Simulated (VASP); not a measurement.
# Fe (Im-3m) in VASP: further runs

Fe is run at these levels: PBEsol; tasks: single point, relaxation of cell and atoms.

All numbers are computed with VASP 6.6.1; they aren't measurements. Logs are shortened: lines on timing, memory, paths and dates and some standing lists are left out, and cuts for length are marked.

## Step 1: The cell of the first run

The structure is cubic, space group Im-3m (No. 229). Conventional cell: a = 2.785 Å, b = 2.785 Å, c = 2.785 Å, α = 90.00°, β = 90.00°, γ = 90.00°. Fe (site symmetry m-3m) has 14 Fe at 2.41 to 2.78 Å within 3.2 Å.

## Step 2: Single point, PBEsol, collinear spin, ferromagnetic start

INCAR

```
PREC = Accurate ; ENCUT = 520
EDIFF = 1E-6 ; ISMEAR = -1
SIGMA = 0.05 ; LREAL = False
LASPH = True ; NELM = 150
ALGO = Normal ; ISIF = 2
LWAVE = False ; LCHARG = False
ISPIN = 2 ; MAGMOM = 3.5
LORBIT = 11 ; LMAXMIX = 4
GGA = PS ; NBANDS = 14
```

KPOINTS

```
Automatic mesh
0
Gamma
  12 12 12
```

POSCAR

```
Fe
1.0
   -1.3924218213      1.3924218213      1.3924218213
    1.3924218213     -1.3924218213      1.3924218213
    1.3924218213      1.3924218213     -1.3924218213
Fe
1
Direct
    0.0000000000      0.0000000000      0.0000000000
```

Potentials or basis: VASP PAW PBE potentials, release 64 (Fe).

Command:

```console
cat potpaw_PBE.64/Fe/POTCAR > POTCAR
mpirun -np 1 vasp_std > vasp.out
```

OUTCAR:

```text
PREC = Accurate
   ENCUT = 520
   EDIFF = 1E-6
   ISMEAR = -1
   LREAL = False
   LASPH = True
   NELM = 150
   ISIF = 2
   ISPIN = 2
   LORBIT = 11
   GGA = PS

 ion  position               nearest neighbor table
   1  0.000  0.000  0.000-

  LATTYP: Found a body centered cubic cell.
 ALAT       =     2.7848436426

  Lattice vectors:

 A1 = (  -1.3924218213,   1.3924218213,   1.3924218213)
 A2 = (   1.3924218213,  -1.3924218213,   1.3924218213)
 A3 = (   1.3924218213,   1.3924218213,  -1.3924218213)

Analysis of symmetry for initial positions (statically):
=====================================================================
 Subroutine PRICEL returns:
 Original cell was already a primitive cell.

 Routine SETGRP: Setting up the symmetry group for a
 body centered cubic supercell.

 Subroutine GETGRP returns: Found 48 space group operations
 (whereof 48 operations were pure point group operations)
 out of a pool of 48 trial point group operations.

The static configuration has the point symmetry O_h .

Analysis of symmetry for dynamics (positions and initial velocities):
=====================================================================
 Subroutine PRICEL returns:
 Original cell was already a primitive cell.

 Routine SETGRP: Setting up the symmetry group for a
 body centered cubic supercell.

 Subroutine GETGRP returns: Found 48 space group operations
 (whereof 48 operations were pure point group operations)
 out of a pool of 48 trial point group operations.

The dynamic configuration has the point symmetry O_h .

Analysis of structural, dynamic, and magnetic symmetry:
=====================================================================
 Subroutine PRICEL returns:
 Original cell was already a primitive cell.

 Routine SETGRP: Setting up the symmetry group for a
 body centered cubic supercell.

 Subroutine GETGRP returns: Found 48 space group operations
 (whereof 48 operations were pure point group operations)
 out of a pool of 48 trial point group operations.

The overall configuration has the point symmetry O_h .

 Subroutine INISYM returns: Found 48 space group operations
 (whereof 48 operations are pure point group operations),
 and found     1 'primitive' translations

----------------------------------------------------------------------------------------

                                     Primitive cell

  volume of cell :      10.7987

  direct lattice vectors                    reciprocal lattice vectors
    -1.392421821  1.392421821  1.392421821     0.000000000  0.359086587  0.359086587
     1.392421821 -1.392421821  1.392421821     0.359086587  0.000000000  0.359086587
     1.392421821  1.392421821 -1.392421821     0.359086587  0.359086587  0.000000000

  length of vectors
     2.411745340  2.411745340  2.411745340     0.507825122  0.507825122  0.507825122

  position of ions in fractional coordinates (direct lattice)
     0.000000000  0.000000000  0.000000000

  ion indices of the primitive-cell ions
   primitive index   ion index
                 1           1

----------------------------------------------------------------------------------------

 KPOINTS: Automatic mesh

Automatic generation of k-mesh.
 Grid dimensions read from file:
 generate k-points for:   12   12   12

 Generating k-lattice:

  Cartesian coordinates                     Fractional coordinates (reciprocal lattice)
     0.000000000  0.029923882  0.029923882     0.083333333  0.000000000  0.000000000
     0.029923882  0.000000000  0.029923882     0.000000000  0.083333333  0.000000000
     0.029923882  0.029923882  0.000000000     0.000000000  0.000000000  0.083333333

  Length of vectors
     0.042318760  0.042318760  0.042318760

  Shift w.r.t. Gamma in fractional coordinates (k-lattice)
     0.000000000  0.000000000  0.000000000

 Subroutine IBZKPT returns following result:
 ===========================================

 Found     72 irreducible k-points:

 Following reciprocal coordinates:
            Coordinates               Weight
  0.000000  0.000000  0.000000      1.000000
  0.083333  0.000000  0.000000     12.000000
  0.166667  0.000000  0.000000     12.000000
  0.250000  0.000000  0.000000     12.000000
  0.333333  0.000000  0.000000     12.000000
  0.416667  0.000000  0.000000     12.000000
[... 16 lines left out ...]
  0.333333  0.083333  0.083333     24.000000
  0.416667  0.083333  0.083333     12.000000
 [... further k-points ...]
   k-points           NKPTS =     72   k-points in BZ     NKDIM =     72   number of bands    NBANDS=     14
   number of dos      NEDOS =    301   number of ions     NIONS =      1
   total plane-waves  NPLWV =   5832
   dimension x,y,z NGX =    18 NGY =   18 NGZ =   18
   dimension x,y,z NGXF=    36 NGYF=   36 NGZF=   36
   ions per type =               1
   NGX,Y,Z   is equivalent  to a cutoff of  12.41, 12.41, 12.41 a.u.
   NGXF,Y,Z  is equivalent  to a cutoff of  24.82, 24.82, 24.82 a.u.
 SYSTEM =  unknown system
   PREC   = accura    normal or accurate (medium, high low for compatibility)
   ISTART =      0    job   : 0-new  1-cont  2-samecut
   ICHARG =      2    charge: 1-file 2-atom 10-const
   ISPIN  =      2    spin polarized calculation?
   LNONCOLLINEAR =      F non collinear calculations
   LSORBIT =      F    spin-orbit coupling
   LASPH  =      T    aspherical Exc in radial PAW
   ENCUT  =  520.0 eV  38.22 Ry    6.18 a.u.   4.48  4.48  4.48*2*pi/ulx,y,z
   NELM   =    150;   NELMIN=  2; NELMDL= -5     # of ELM steps
   EDIFF  = 0.1E-05   stopping-criterion for ELM
   LREAL  =      F    real-space projection
[... 7 lines left out ...]
   TEBEG  =    0.0;   TEEND  =   0.0 temperature during run
   PSTRESS=    0.0 pullay stress
   NELECT =       8.0000    total number of electrons
   NUPDOWN=      -1.0000    fix difference up-down
   EMIN   =  10.00;   EMAX   =-10.00  energy-range for DOS
   EFERMI =   0.00;   METHOD = LEGACY
   ISMEAR =    -1;   SIGMA  =   0.05  broadening in eV -4-tet -1-fermi 0-gaus
   EFERMI_NEDOS =   21; number of points for ismear=-14 and -15
   IALGO  =     38    algorithm
   IMIX   =      4    mixing-type and parameters
     AMIX     =   0.40;   BMIX     =  1.00
     AMIX_MAG =   1.60;   BMIX_MAG =  1.00
  volume/ion in A,a.u.               =      10.80        72.87
  Fermi-wavevector in a.u.,A,eV,Ry     =   1.481315  2.799279 29.855173  2.194293
  Thomas-Fermi vector in A             =   2.595240
   LORBIT       =     11    0 simple, 1 ext, 2 COOP (PROOUT), +10 PAW based schemes
   GGA     = PS    functional components
   LHFCALC =     F    Hartree Fock is set to
   AEXX    =    0.0000 exact exchange contribution
   IVDW    =     0    specifies the selected vdW correction
   LEPSILON=     F    determine dielectric tensor
   LRPA    =     F    only Hartree local field effects (RPA)
 spin polarized calculation
  energy-cutoff  :      520.00
  volume of cell :       10.80
 maximum number of plane-waves:       321
 NGX is ok and might be reduce to    18
   NGX =  9   NGY =  9   NGZ =  9

 number of electron       8.0000003 magnetization       2.0761739

 Free energy of the ion-electron system (eV)
  ---------------------------------------------------
  ext. energy  EPLUGINS =         0.00000000
  ---------------------------------------------------
  free energy    TOTEN  =        -8.92412368 eV

  energy without entropy =       -8.91717830  energy(sigma->0) =       -8.92065099

 E-fermi :   6.1924     XC(G=0): -13.5716

 val. band max:        6.1848341027   @ k =  -0.3333   0.4167   0.2500
 cond. band min:       6.2335053921   @ k =  -0.4167   0.4167   0.3333
 fundamental gap:      0.0486712894
 Fermi energy:         6.1924306466

 spin component 1

 k-point     1 :       0.0000    0.0000    0.0000
  band No.  band energies     occupation
      1      -2.6194      1.00000
      2       3.8003      1.00000
      3       3.8003      1.00000
      4       3.8003      1.00000
      5       5.1565      1.00000
      6       5.1565      1.00000
      7      31.6306      0.00000
      8      31.6306      0.00000
      9      31.6306      0.00000
     10      37.0673      0.00000
     11      37.0673      0.00000
     12      39.6434      0.00000
     13      39.6434      0.00000
     14      39.6434      0.00000
[... 375 lines left out ...]
 k-point    24 :       0.4167    0.0833    0.0833
  band No.  band energies     occupation
      1       1.3730      1.00000
      2       2.5676      1.00000
      3       4.7986      1.00000
      4       5.2739      1.00000
      5       5.3790      1.00000
      6       9.0714      0.00000
      7      14.0764      0.00000
      8      22.4164      0.00000
      9      24.0168      0.00000
     10      33.5464      0.00000
     11      38.1851      0.00000
     12      42.1193      0.00000
     13      46.1060      0.00000
     14      48.3166      0.00000

 [... further k-points ...]

 spin component 2

 k-point     1 :       0.0000    0.0000    0.0000
  band No.  band energies     occupation
      1      -2.3585      1.00000
      2       5.6024      0.99999
      3       5.6025      0.99999
      4       5.6025      0.99999
      5       7.7158      0.00000
      6       7.7159      0.00000
      7      31.5561      0.00000
      8      31.5561      0.00000
      9      31.5561      0.00000
     10      37.3931      0.00000
     11      37.3931      0.00000
     12      40.3479      0.00000
     13      40.3479      0.00000
     14      40.3479      0.00000
[... 375 lines left out ...]
 k-point    24 :       0.4167    0.0833    0.0833
  band No.  band energies     occupation
      1       2.6346      1.00000
      2       4.1407      1.00000
      3       5.8133      0.99949
      4       7.6883      0.00000
      5       8.0058      0.00000
      6      10.3726      0.00000
      7      15.3486      0.00000
      8      22.8856      0.00000
      9      24.6535      0.00000
     10      33.8575      0.00000
     11      38.8358      0.00000
     12      42.2779      0.00000
     13      46.2717      0.00000
     14      49.1973      0.00000

 [... further k-points ...]

------------------------ aborting loop because EDIFF is reached ----------------------------------------

  FORCE on cell =-STRESS in cart. coord.  units (eV):
  Direction    XX          YY          ZZ          XY          YZ          ZX
  --------------------------------------------------------------------------------------
  -------------------------------------------------------------------------------------
  Total       -0.0226885     -0.0226885     -0.0226885     -0.0000000     -0.0000000      0.0000000
  in kB       -3.3662339     -3.3662339     -3.3662339     -0.0000000     -0.0000000      0.0000000
  external PRESSURE =      -3.3662339 kB  Pullay stress =       0.0000000 kB

 VOLUME and BASIS-vectors are now :
 -----------------------------------------------------------------------------
  energy-cutoff  :      520.00
  volume of cell :       10.80
      direct lattice vectors                 reciprocal lattice vectors
    -1.392421821  1.392421821  1.392421821     0.000000000  0.359086587  0.359086587
     1.392421821 -1.392421821  1.392421821     0.359086587  0.000000000  0.359086587
     1.392421821  1.392421821 -1.392421821     0.359086587  0.359086587  0.000000000

 POSITION                                       TOTAL-FORCE (eV/Angst)
 -----------------------------------------------------------------------------------
      0.00000      0.00000      0.00000         0.000000     -0.000000      0.000000
 -----------------------------------------------------------------------------------
    total drift:                                0.000000      0.000000      0.000000

  FREE ENERGIE OF THE ION-ELECTRON SYSTEM (eV)
  ---------------------------------------------------
  free  energy   TOTEN  =        -8.9241236752 eV

  energy  without entropy=       -8.9171782970  energy(sigma->0) =       -8.92065099

 total charge

# of ion       s       p       d       tot
------------------------------------------
    1        0.512   0.594   6.276   7.382

 magnetization (x)

# of ion       s       p       d       tot
------------------------------------------
    1       -0.012  -0.051   2.122   2.059
```

Run time: 15 s. Hardware: 1 thread of Intel Xeon 6975P-C, shared host; peak memory 0.14 GiB.

What came out:

| Item | Value |
| --- | --- |
| Free energy | -8.9241 eV |
| Pressure | -0.3 GPa |
| Net moment | 2.08 μB per cell |
| Site moments | Fe +2.06 μB |
| Valence electrons inside the program's atomic spheres | Fe 7.38 |

Caveat: the PAW data sets were made with another functional, which shifts forces and pressure a little.

## Step 3: Relaxation of cell and atoms, PBEsol, collinear spin, ferromagnetic start

This run uses another cell than the first one, of 12.02 Å³/atom, 1.113 times its volume.

INCAR

```
PREC = Accurate
ENCUT = 600
EDIFF = 1E-7
ISMEAR = -1
SIGMA = 0.05
LREAL = False
LASPH = True
NELM = 150
ALGO = Normal
ISIF = 3
LWAVE = False
LCHARG = False
ISPIN = 2
MAGMOM = 3.5
LORBIT = 11
LMAXMIX = 4
GGA = PS
IBRION = 2
NSW = 60
EDIFFG = -0.01
```

KPOINTS

```
regular mesh
0
Gamma
  12 12 12
```

POSCAR

```
Fe
1.0
   -1.4430000000      1.4430000000      1.4430000000
    1.4430000000     -1.4430000000      1.4430000000
    1.4430000000      1.4430000000     -1.4430000000
Fe
1
Direct
    0.0000000000      0.0000000000      0.0000000000
```

Potentials or basis: VASP PAW PBE potentials, release 64 (Fe).

Command:

```console
cat potpaw_PBE.64/Fe/POTCAR > POTCAR
mpirun -np 1 vasp_std > vasp.out
```

Run time: 44 s. Hardware: 1 thread of Intel Xeon 6975P-C, shared host; peak memory 0.15 GiB.

The run converged. Its results:

* Free energy: -8.9243 eV
* Relaxed volume: 10.80 Å³/atom
* Relaxed cell: a = 2.412 Å, b = 2.412 Å, c = 2.412 Å, α = 109.47°, β = 109.47°, γ = 109.47°
* Space group after relaxing (to 0.05 Å): Im-3m (No. 229)
* Energy gained by relaxing: 72.4 meV/atom
* Ionic steps: 4
* Pressure after relaxing: -0.1 GPa
* Net moment: 2.08 μB per cell
* Site moments: Fe +2.06 μB
* Valence electrons inside the program's atomic spheres: Fe 7.38

The path:
```csv
step,energy change (eV),largest force (eV/Å),pressure (GPa),volume (Å³)
1,0.0000,0.0000,-17.18,12.02
2,-0.0133,0.0000,23.59,9.91
3,-0.0723,0.0000,-0.56,10.82
4,-0.0724,0.0000,-0.09,10.80
```

Final structure:
```yaml
crystal:
  lattice:
    - [-1.39233, 1.39233, 1.39233]
    - [1.39233, -1.39233, 1.39233]
    - [1.39233, 1.39233, -1.39233]
  atoms:
    - { symbol: Fe, position: [0.00000, 0.00000, 0.00000] }
```

Levels at points of the mesh, in eV from the Fermi level:
Spin up:
```tsv
k point	band 3	band 4	band 5	band 6	band 7	band 8
(0.00, 0.00, 0.00)	-2.39	-2.39	-1.04	-1.04	25.44	25.44
(0.50, 0.00, 0.00)	-0.97	-0.82	0.43	0.53	7.81	18.73
(0.50, 0.50, 0.50)	0.24	0.24	0.24	10.22	10.22	10.22
```
Spin down:
```tsv
k point	band 1	band 2	band 3	band 4	band 5	band 6
(0.00, 0.00, 0.00)	-8.55	-0.59	-0.59	-0.59	1.52	1.52
(0.50, 0.00, 0.00)	-3.98	-1.96	0.66	1.40	1.80	2.63
(0.50, 0.50, 0.50)	-3.44	-3.44	2.30	2.30	2.30	10.57
```

Caveat: the PAW data sets were made with another functional, which shifts forces and pressure a little; the volume moved by -10 % from the deposited cell, more than functionals usually miss.
